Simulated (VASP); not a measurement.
# Co2Te (Fm-3m) in VASP: a series of runs

Co2Te is run at these levels: PBE; tasks: single point, relaxation of cell and atoms.

All numbers are computed with VASP 6.6.1; they aren't measurements. Logs are shortened: lines on timing, memory, paths and dates and some standing lists are left out, and cuts for length are marked.

## 1. The cell of the first run

The structure is cubic, space group Fm-3m (No. 225). Conventional cell: a = 5.734 Å, b = 5.734 Å, c = 5.734 Å, α = 90.00°, β = 90.00°, γ = 90.00°. Within 3.3 Å of Co (site symmetry -43m) lie 4 Te at 2.48 Å and 6 Co at 2.87 Å. Within 3.3 Å of Te (site symmetry m-3m) lie 8 Co at 2.48 Å.

## 2. Single point, PBE, collinear spin, ferromagnetic start

The input, INCAR:

```
SYSTEM = Co2Te
ALGO = Fast
EDIFF = 1E-6
ENCUT = 520
GGA = PE
ISIF = 2
ISMEAR = 0
ISPIN = 2
LASPH = .True.
LCHARG = .False.
LMAXMIX = 4
LORBIT = 11
LREAL = .False.
LWAVE = .False.
MAGMOM = 0.21 0.21 0
NBANDS = 23
NELM = 150
PREC = Accurate
SIGMA = 0.1
```

The input, KPOINTS:

```
k-points
0
Gamma
  6 6 6
  0 0 0
```

The input, POSCAR:

```
Co2Te
1.0
    0.0000000000      2.8672024182      2.8672024182
    2.8672024182      0.0000000000      2.8672024182
    2.8672024182      2.8672024182      0.0000000000
Co Te
2 1
Direct
    0.2500000000      0.2500000000      0.2500000000
    0.7500000000      0.7500000000      0.7500000000
    0.0000000000      0.0000000000      0.0000000000
```

Potentials or basis: VASP PAW PBE potentials, release 64 (Co, Te).

Launch:

```bash
cat potpaw_PBE.64/Co/POTCAR potpaw_PBE.64/Te/POTCAR > POTCAR
mpirun -np 1 vasp_std > vasp.out
```

OUTCAR:

```text
SYSTEM = Co2Te
   EDIFF = 1E-6
   ENCUT = 520
   GGA = PE
   ISIF = 2
   ISMEAR = 0
   ISPIN = 2
   LASPH = .True.
   LORBIT = 11
   LREAL = .False.
   NELM = 150
   PREC = Accurate

 ion  position               nearest neighbor table
   1  0.250  0.250  0.250-   3 2.48   3 2.48   3 2.48   3 2.48   2 2.87   2 2.87   2 2.87   2 2.87
                             2 2.87   2 2.87
   2  0.750  0.750  0.750-   3 2.48   3 2.48   3 2.48   3 2.48   1 2.87   1 2.87   1 2.87   1 2.87
                             1 2.87   1 2.87
   3  0.000  0.000  0.000-   2 2.48   2 2.48   1 2.48   2 2.48   1 2.48   1 2.48   2 2.48   1 2.48

  LATTYP: Found a face centered cubic cell.
 ALAT       =     5.7344048364

  Lattice vectors:

 A1 = (   0.0000000000,   2.8672024182,   2.8672024182)
 A2 = (   2.8672024182,   0.0000000000,   2.8672024182)
 A3 = (   2.8672024182,   2.8672024182,   0.0000000000)

Analysis of symmetry for initial positions (statically):
=====================================================================
 Subroutine PRICEL returns:
 Original cell was already a primitive cell.

 Routine SETGRP: Setting up the symmetry group for a
 face centered cubic supercell.

 Subroutine GETGRP returns: Found 48 space group operations
 (whereof 48 operations were pure point group operations)
 out of a pool of 48 trial point group operations.

The static configuration has the point symmetry O_h .

Analysis of symmetry for dynamics (positions and initial velocities):
=====================================================================
 Subroutine PRICEL returns:
 Original cell was already a primitive cell.

 Routine SETGRP: Setting up the symmetry group for a
 face centered cubic supercell.

 Subroutine GETGRP returns: Found 48 space group operations
 (whereof 48 operations were pure point group operations)
 out of a pool of 48 trial point group operations.

The dynamic configuration has the point symmetry O_h .

Analysis of structural, dynamic, and magnetic symmetry:
=====================================================================
 Subroutine PRICEL returns:
 Original cell was already a primitive cell.

 Routine SETGRP: Setting up the symmetry group for a
 face centered cubic supercell.

 Subroutine GETGRP returns: Found 48 space group operations
 (whereof 48 operations were pure point group operations)
 out of a pool of 48 trial point group operations.

The overall configuration has the point symmetry O_h .

 Subroutine INISYM returns: Found 48 space group operations
 (whereof 48 operations are pure point group operations),
 and found     1 'primitive' translations

----------------------------------------------------------------------------------------

                                     Primitive cell

  volume of cell :      47.1417

  direct lattice vectors                    reciprocal lattice vectors
     0.000000000  2.867202418  2.867202418    -0.174386014  0.174386014  0.174386014
     2.867202418  0.000000000  2.867202418     0.174386014 -0.174386014  0.174386014
     2.867202418  2.867202418  0.000000000     0.174386014  0.174386014 -0.174386014

  length of vectors
     4.054836546  4.054836546  4.054836546     0.302045436  0.302045436  0.302045436

  position of ions in fractional coordinates (direct lattice)
     0.250000000  0.250000000  0.250000000
     0.750000000  0.750000000  0.750000000
     0.000000000  0.000000000  0.000000000

  ion indices of the primitive-cell ions
   primitive index   ion index
                 1           1
                 2           2
                 3           3

----------------------------------------------------------------------------------------

 KPOINTS: k-points

Automatic generation of k-mesh.
 Grid dimensions read from file:
 generate k-points for:    6    6    6

 Generating k-lattice:

  Cartesian coordinates                     Fractional coordinates (reciprocal lattice)
    -0.029064336  0.029064336  0.029064336     0.166666667  0.000000000  0.000000000
     0.029064336 -0.029064336  0.029064336     0.000000000  0.166666667  0.000000000
     0.029064336  0.029064336 -0.029064336     0.000000000  0.000000000  0.166666667

  Length of vectors
     0.050340906  0.050340906  0.050340906

  Shift w.r.t. Gamma in fractional coordinates (k-lattice)
     0.000000000  0.000000000  0.000000000

 Subroutine IBZKPT returns following result:
 ===========================================

 Found     16 irreducible k-points:

 Following reciprocal coordinates:
            Coordinates               Weight
  0.000000  0.000000  0.000000      1.000000
  0.166667  0.000000  0.000000      8.000000
  0.333333  0.000000  0.000000      8.000000
  0.500000  0.000000  0.000000      4.000000
  0.166667  0.166667  0.000000      6.000000
  0.333333  0.166667  0.000000     24.000000
[... 8 lines left out ...]
 -0.333333  0.333333  0.166667     24.000000
 -0.333333  0.500000  0.166667     12.000000
   k-points           NKPTS =     16   k-points in BZ     NKDIM =     16   number of bands    NBANDS=     23
   number of dos      NEDOS =    301   number of ions     NIONS =      3
   total plane-waves  NPLWV =  27000
   dimension x,y,z NGX =    30 NGY =   30 NGZ =   30
   dimension x,y,z NGXF=    60 NGYF=   60 NGZF=   60
   ions per type =               2   1
   NGX,Y,Z   is equivalent  to a cutoff of  12.30, 12.30, 12.30 a.u.
   NGXF,Y,Z  is equivalent  to a cutoff of  24.60, 24.60, 24.60 a.u.
 SYSTEM =  Co2Te
   PREC   = accura    normal or accurate (medium, high low for compatibility)
   ISTART =      0    job   : 0-new  1-cont  2-samecut
   ICHARG =      2    charge: 1-file 2-atom 10-const
   ISPIN  =      2    spin polarized calculation?
   LNONCOLLINEAR =      F non collinear calculations
   LSORBIT =      F    spin-orbit coupling
   LASPH  =      T    aspherical Exc in radial PAW
   ENCUT  =  520.0 eV  38.22 Ry    6.18 a.u.   7.54  7.54  7.54*2*pi/ulx,y,z
   NELM   =    150;   NELMIN=  2; NELMDL= -5     # of ELM steps
   EDIFF  = 0.1E-05   stopping-criterion for ELM
   LREAL  =      F    real-space projection
   EDIFFG = 0.1E-04   stopping-criterion for IOM
   NSW    =      0    number of steps for IOM
   IBRION =     -1    ionic relax: 0-MD 1-quasi-New 2-CG
   NFREE  =      0    steps in history (QN), initial steepest desc. (CG)
   ISIF   =      2    stress and relaxation
   ISYM   =      2    0-nonsym 1-usesym 2-fastsym
   POTIM  = 0.5000    time-step for ionic-motion
   TEBEG  =    0.0;   TEEND  =   0.0 temperature during run
   PSTRESS=    0.0 pullay stress
   NELECT =      24.0000    total number of electrons
   NUPDOWN=      -1.0000    fix difference up-down
   EMIN   =  10.00;   EMAX   =-10.00  energy-range for DOS
   EFERMI =   0.00;   METHOD = LEGACY
   ISMEAR =     0;   SIGMA  =   0.10  broadening in eV -4-tet -1-fermi 0-gaus
   EFERMI_NEDOS =   21; number of points for ismear=-14 and -15
   IALGO  =     68    algorithm
   IMIX   =      4    mixing-type and parameters
     AMIX     =   0.40;   BMIX     =  1.00
     AMIX_MAG =   1.60;   BMIX_MAG =  1.00
  volume/ion in A,a.u.               =      15.71       106.04
  Fermi-wavevector in a.u.,A,eV,Ry     =   1.307205  2.470258 23.249415  1.708784
  Thomas-Fermi vector in A             =   2.437955
   LORBIT       =     11    0 simple, 1 ext, 2 COOP (PROOUT), +10 PAW based schemes
   GGA     = PE    functional components
   LHFCALC =     F    Hartree Fock is set to
   AEXX    =    0.0000 exact exchange contribution
   IVDW    =     0    specifies the selected vdW correction
   LEPSILON=     F    determine dielectric tensor
   LRPA    =     F    only Hartree local field effects (RPA)
 spin polarized calculation
 RMM-DIIS sequential band-by-band and
 Gauss-broadening in eV      SIGMA  =   0.10
  energy-cutoff  :      520.00
  volume of cell :       47.14
 maximum number of plane-waves:      1303
   NGX = 15   NGY = 15   NGZ = 15

 number of electron      23.9999991 magnetization       0.1638271

 Free energy of the ion-electron system (eV)
  ---------------------------------------------------
  ext. energy  EPLUGINS =         0.00000000
  ---------------------------------------------------
  free energy    TOTEN  =       -16.56990920 eV

  energy without entropy =      -16.55707124  energy(sigma->0) =      -16.56349022

 E-fermi :   9.9987     XC(G=0): -11.7067

 val. band max:        9.9910315075   @ k =  -0.3333   0.5000   0.1667
 cond. band min:      10.0223308520   @ k =   0.5000   0.3333   0.0000
 fundamental gap:      0.0312993445
 Fermi energy:         9.9986575895

 spin component 1

 k-point     1 :       0.0000    0.0000    0.0000
  band No.  band energies     occupation
      1      -4.2963      1.00000
      2       5.1480      1.00000
      3       5.1480      1.00000
      4       5.1480      1.00000
      5       7.2886      1.00000
      6       7.2886      1.00000
[... 15 lines left out ...]
     22      19.4247      0.00000
     23      20.6854      0.00000

 k-point     2 :       0.1667    0.0000    0.0000
  band No.  band energies     occupation
      1      -4.0445      1.00000
      2       4.5823      1.00000
      3       5.2105      1.00000
      4       5.2105      1.00000
      5       7.3896      1.00000
      6       7.3896      1.00000
[... 15 lines left out ...]
     22      20.5391      0.00000
     23      22.5183      0.00000

 k-point     3 :       0.3333    0.0000    0.0000
  band No.  band energies     occupation
      1      -3.4417      1.00000
      2       3.3860      1.00000
      3       5.3358      1.00000
      4       5.3358      1.00000
      5       7.7045      1.00000
      6       7.7045      1.00000
[... 15 lines left out ...]
     22      24.4127      0.00000
     23      24.4175      0.00000
[... 287 lines left out ...]
 k-point    15 :      -0.3333    0.3333    0.1667
  band No.  band energies     occupation
      1      -2.7355      1.00000
      2       3.3671      1.00000
      3       4.0824      1.00000
      4       5.3420      1.00000
      5       7.4722      1.00000
      6       7.8557      1.00000
[... 15 lines left out ...]
     22      22.5960      0.00000
     23      25.3195      0.00000

 k-point    16 :      -0.3333    0.5000    0.1667
  band No.  band energies     occupation
      1      -2.6129      1.00000
      2       3.1176      1.00000
      3       4.3986      1.00000
      4       5.2791      1.00000
      5       7.3011      1.00000
      6       7.7062      1.00000
[... 15 lines left out ...]
     22      22.5784      0.00000
     23      24.4281      0.00000
 Fermi energy:         9.9986575895

 spin component 2

 k-point     1 :       0.0000    0.0000    0.0000
  band No.  band energies     occupation
      1      -4.3007      1.00000
      2       5.1619      1.00000
      3       5.1619      1.00000
      4       5.1619      1.00000
      5       7.4101      1.00000
      6       7.4101      1.00000
[... 15 lines left out ...]
     22      19.4195      0.00000
     23      20.7174      0.00000

 k-point     2 :       0.1667    0.0000    0.0000
  band No.  band energies     occupation
      1      -4.0487      1.00000
      2       4.5892      1.00000
      3       5.2255      1.00000
      4       5.2256      1.00000
      5       7.5069      1.00000
      6       7.5069      1.00000
[... 15 lines left out ...]
     22      20.5504      0.00000
     23      22.5280      0.00000

 k-point     3 :       0.3333    0.0000    0.0000
  band No.  band energies     occupation
      1      -3.4454      1.00000
      2       3.3834      1.00000
      3       5.3534      1.00000
      4       5.3534      1.00000
      5       7.8130      1.00000
      6       7.8130      1.00000
[... 15 lines left out ...]
     22      24.4085      0.00000
     23      24.4113      0.00000
[... 287 lines left out ...]
 k-point    15 :      -0.3333    0.3333    0.1667
  band No.  band energies     occupation
      1      -2.7383      1.00000
      2       3.3663      1.00000
      3       4.0894      1.00000
      4       5.3483      1.00000
      5       7.5097      1.00000
      6       7.9768      1.00000
[... 15 lines left out ...]
     22      22.6069      0.00000
     23      25.3492      0.00000

 k-point    16 :      -0.3333    0.5000    0.1667
  band No.  band energies     occupation
      1      -2.6156      1.00000
      2       3.1223      1.00000
      3       4.4032      1.00000
      4       5.2753      1.00000
      5       7.3247      1.00000
      6       7.8106      1.00000
[... 15 lines left out ...]
     22      22.5867      0.00000
     23      24.4188      0.00000

------------------------ aborting loop because EDIFF is reached ----------------------------------------

  FORCE on cell =-STRESS in cart. coord.  units (eV):
  Direction    XX          YY          ZZ          XY          YZ          ZX
  --------------------------------------------------------------------------------------
  -------------------------------------------------------------------------------------
  Total       -0.1341264     -0.1341264     -0.1341264     -0.0000000      0.0000000     -0.0000000
  in kB       -4.5584777     -4.5584777     -4.5584777     -0.0000000      0.0000000     -0.0000000
  external PRESSURE =      -4.5584777 kB  Pullay stress =       0.0000000 kB

 VOLUME and BASIS-vectors are now :
 -----------------------------------------------------------------------------
  energy-cutoff  :      520.00
  volume of cell :       47.14
      direct lattice vectors                 reciprocal lattice vectors
     0.000000000  2.867202418  2.867202418    -0.174386014  0.174386014  0.174386014
     2.867202418  0.000000000  2.867202418     0.174386014 -0.174386014  0.174386014
     2.867202418  2.867202418  0.000000000     0.174386014  0.174386014 -0.174386014

 POSITION                                       TOTAL-FORCE (eV/Angst)
 -----------------------------------------------------------------------------------
      1.43360      1.43360      1.43360         0.000000      0.000000      0.000000
      4.30080      4.30080      4.30080        -0.000000     -0.000000     -0.000000
      0.00000      0.00000      0.00000         0.000000     -0.000000      0.000000
 -----------------------------------------------------------------------------------
    total drift:                               -0.000000      0.000000      0.000000

  FREE ENERGIE OF THE ION-ELECTRON SYSTEM (eV)
  ---------------------------------------------------
  free  energy   TOTEN  =       -16.5699092026 eV

  energy  without entropy=      -16.5570712413  energy(sigma->0) =      -16.56349022

 total charge

# of ion       s       p       d       tot
------------------------------------------
    1        0.364   0.412   7.532   8.309
    2        0.364   0.412   7.532   8.309
    3        1.297   2.006   0.218   3.521
--------------------------------------------------
tot          2.026   2.830  15.283  20.139

 magnetization (x)

# of ion       s       p       d       tot
------------------------------------------
    1        0.000  -0.002   0.091   0.090
    2        0.000  -0.002   0.091   0.090
    3        0.000   0.001  -0.003  -0.002
--------------------------------------------------
tot          0.001  -0.003   0.180   0.177
```

Wall time 33 s (1 thread of AMD EPYC 9R14 (Zen 4), shared host); peak memory 0.17 GiB.

Results:

```yaml
Free_energy: -16.5699 eV
Pressure: -0.5 GPa
Net_moment: 0.16 μB per cell
Site_moments: Co +0.09; Te -0.00 μB
Valence_electrons_inside_the_program's_atomic_spheres: Co 8.31; Te 3.52
```

Levels at points of the mesh, in eV from the Fermi level:
Spin up:
| k point | band 10 | band 11 | band 12 | band 13 | band 14 | band 15 |
| --- | --- | --- | --- | --- | --- | --- |
| (0.00, 0.00, 0.00) | -0.24 | -0.24 | 2.02 | 2.59 | 2.59 | 2.59 |
| (0.50, 0.00, 0.00) | -1.44 | -1.44 | -1.32 | 1.61 | 1.61 | 2.72 |
| (0.50, 0.50, 0.00) | -0.98 | -0.98 | -0.75 | -0.27 | -0.02 | 2.97 |
Spin down:
```tsv
k point	band 8	band 9	band 10	band 11	band 12	band 13	band 14	band 15	band 16	band 17
(0.00, 0.00, 0.00)	-0.73	-0.73	-0.07	-0.07	2.01	2.62	2.62	2.62	3.57	3.57
(0.50, 0.00, 0.00)	-1.38	-1.38	-1.38	-1.38	-1.28	1.67	1.67	2.74	5.07	5.07
(0.50, 0.50, 0.00)	-1.26	-1.26	-0.94	-0.94	-0.69	-0.11	0.13	3.04	3.34	11.01
```

Caveat: spin-orbit coupling is left out, which moves the levels of the heavy elements.

## 3. Relaxation of cell and atoms, PBE, collinear spin, ferromagnetic start

This run uses another cell than the first one, of 17.28 Å³/atom, 1.100 times its volume.

The input, INCAR:

```
SYSTEM = Co2Te
  ALGO = Fast
  EDIFF = 1E-6
  EDIFFG = -0.04
  ENCUT = 600
  GGA = PE
  IBRION = 2
  ISIF = 3
  ISMEAR = 0
  ISPIN = 2
  LASPH = .TRUE.
  LCHARG = .FALSE.
  LMAXMIX = 4
  LORBIT = 11
  LREAL = .FALSE.
  LWAVE = .FALSE.
  MAGMOM = 0.21 0.21 0
  NELM = 150
  NSW = 90
  PREC = Accurate
  SIGMA = 0.1
```

The input, KPOINTS:

```
k-points
0
G
  6 6 6
  0 0 0
```

The input, POSCAR:

```
Co2Te
1.0
    0.0000000000      2.9594561311      2.9594561311
    2.9594561311      0.0000000000      2.9594561311
    2.9594561311      2.9594561311      0.0000000000
Co Te
2 1
Direct
    0.2500000000      0.2500000000      0.2500000000
    0.7500000000      0.7500000000      0.7500000000
    0.0000000000      0.0000000000      0.0000000000
```

Potentials or basis: VASP PAW PBE potentials, release 64 (Co, Te).

Launch:

```bash
cat potpaw_PBE.64/Co/POTCAR potpaw_PBE.64/Te/POTCAR > POTCAR
mpirun -np 1 vasp_std > vasp.out
```

It took 1.9 min on 1 thread of AMD EPYC 9R14 (Zen 4), shared host; peak memory 0.23 GiB.

The run converged. Its results:

```
Free energy                                           : -16.5713 eV
Relaxed volume                                        : 15.66 Å³/atom
Relaxed cell                                          : a = 4.050 Å, b = 4.050 Å, c = 4.050 Å, α = 60.00°, β = 60.00°, γ = 60.00°
Space group after relaxing (to 0.05 Å)                : Fm-3m (No. 225)
Energy gained by relaxing                             : 61.0 meV/atom
Ionic steps                                           : 3
Pressure after relaxing                               : 0.1 GPa
Net moment                                            : 0.16 μB per cell
Site moments                                          : Co +0.09; Te -0.00 μB
Valence electrons inside the program's atomic spheres : Co 8.32; Te 3.52
```

The path:
| step | energy change (eV) | largest force (eV/Å) | pressure (GPa) | volume (Å³) |
| --- | --- | --- | --- | --- |
| 1 | 0.0000 | 0.0000 | -10.92 | 51.84 |
| 2 | -0.0479 | 0.0000 | 14.74 | 43.50 |
| 3 | -0.1830 | 0.0000 | 0.07 | 46.97 |

Final structure:
```xyz
3
Lattice="0.0000 2.8637 2.8637 2.8637 0.0000 2.8637 2.8637 2.8637 0.0000" Properties=species:S:1:pos:R:3 pbc="T T T"
Co    1.4318    1.4318    1.4318
Co    4.2955    4.2955    4.2955
Te    0.0000    0.0000    0.0000
```

Levels at points of the mesh, in eV from the Fermi level:
Spin up:
```csv
k point,band 8,band 9,band 10,band 11,band 12,band 13,band 14,band 15,band 16
"(0.00, 0.00, 0.00)",-0.78,-0.78,-0.24,-0.24,2.04,2.61,2.61,2.61,3.58
"(0.50, 0.00, 0.00)",-1.50,-1.50,-1.45,-1.45,-1.32,1.62,1.62,2.75,5.05
"(0.50, 0.50, 0.00)",-1.31,-1.31,-0.99,-0.99,-0.75,-0.28,-0.02,2.99,3.34
```
Spin down:
```
           k point  band 8  band 9  band 10  band 11  band 12  band 13  band 14  band 15  band 16
(0.00, 0.00, 0.00)   -0.73   -0.73    -0.07    -0.07     2.03     2.64     2.64     3.58     3.58
(0.50, 0.00, 0.00)   -1.39   -1.39    -1.39    -1.39    -1.29     1.68     1.68     2.76     5.08
(0.50, 0.50, 0.00)   -1.27   -1.27    -0.95    -0.95    -0.70    -0.11     0.13     3.05     3.36
```

Caveat: spin-orbit coupling is left out, which moves the levels of the heavy elements.
